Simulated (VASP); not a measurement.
Write the native input for VASP 6.6.1 that does the following.

- Task: single point
- Functional: PBEsol
- Potentials or basis: VASP PAW PBE potentials, release 64 (Ti_sv, Te)
- Cutoff: 520 eV
- k mesh: 11 × 11 × 6
- Occupations: fermi-dirac, width 0.05 eV
- Spin: no spin polarisation
- Dipole correction: no
- Further INCAR settings: ALGO = Normal; EDIFF = 1e-06; NBANDS = 19

The structure of TiTe2 lies in POSCAR:

```
TiTe2
1.0
    3.7313461020      0.0000000000      0.0000000000
   -1.8656730510      3.2314405146      0.0000000000
    0.0000000000      0.0000000000      6.6579818767
Ti Te
1 2
Direct
    0.0000000000      0.0000000000      0.0000000000
    0.6666666667      0.3333333333      0.2582711043
    0.3333333333      0.6666666667      0.7417288957
```

One way to write it, as run:

INCAR

```
PREC     = Accurate       # precision mode
ENCUT    = 520            # plane-wave cutoff, eV
EDIFF    = 1E-6           # SCF threshold, eV
ISMEAR   = -1             # smearing method
SIGMA    = 0.05           # smearing width, eV
LREAL    = False          # projectors in reciprocal space
LASPH    = True           # aspherical terms in the spheres
NELM     = 100            # most SCF steps
ALGO     = Normal         # electronic algorithm
ISIF     = 2              # what is computed and relaxed
LWAVE    = False          # write WAVECAR
LCHARG   = False          # write CHGCAR
GGA      = PS             # functional
NBANDS   = 19             # bands
```

KPOINTS

```
regular mesh
0
Gamma
  11 11 6
```

Potentials or basis: VASP PAW PBE potentials, release 64 (Ti_sv, Te).

Run with:

```sh
$ cat potpaw_PBE.64/Ti_sv/POTCAR potpaw_PBE.64/Te/POTCAR > POTCAR
$ mpirun -np 1 vasp_std > vasp.out
```

Results of the run:

The pressure is -1.3 GPa. The largest force is 0.020 eV/Å and the band gap on the k mesh is zero (bands 12 and 13 overlap by 0.71 eV).

Caveat: the PAW data sets were made with another functional, which shifts forces and pressure a little; spin-orbit coupling is left out, which moves the levels of the heavy elements; this functional lacks dispersion, which binds the layers, so the pressure and a relaxed spacing across them are unreliable.

It took 66 s on 1 thread of AMD EPYC 9R45 96-Core Processor (Zen 5), on a shared host, peak memory 0.24 GiB.
